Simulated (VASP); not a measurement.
Here is a VASP 6.6.1 calculation.

INCAR

```
  PREC = Accurate
  ENCUT = 520
  EDIFF = 1E-8
  ISMEAR = -1
  SIGMA = 0.03
  LREAL = False
  LASPH = True
  NELM = 100
  ALGO = Normal
  ISIF = 2
  LWAVE = False
  LCHARG = False
  GGA = PE
  LEFG = True
  NBANDS = 19
```

Contents of KPOINTS:

```
regular mesh
0
Gamma
  18 18 8
```

The input POSCAR:

```
Zn
1.0
    2.6918525343      0.0000000000      0.0000000000
   -1.3459262671      2.3312126779      0.0000000000
    0.0000000000      0.0000000000      4.8477660000
Zn
2
Direct
    0.3333333333      0.6666666667      0.2500000000
    0.6666666667      0.3333333333      0.7500000000
```

Potentials or basis: VASP PAW PBE potentials, release 64 (Zn).

The run is started by

```sh
$ cat potpaw_PBE.64/Zn/POTCAR > POTCAR
$ mpirun -np 1 vasp_std > vasp.out
```

Q: What does it give for the pressure?

A: -0.4 GPa.

Q: Estimate the band gap on the k mesh.

A: Zero (bands 12 and 13 overlap by 4.12 eV).

Electric field gradients, principal values (V/Å²):
```csv
atom,least,middle,greatest (by size)
1 Zn,-13.030,-13.047,26.076
2 Zn,-13.030,-13.047,26.076
```

Caveat: without QUAD_EFG the Cq values of the log hold for a quadrupole moment of 1 mb, not for the nuclei.
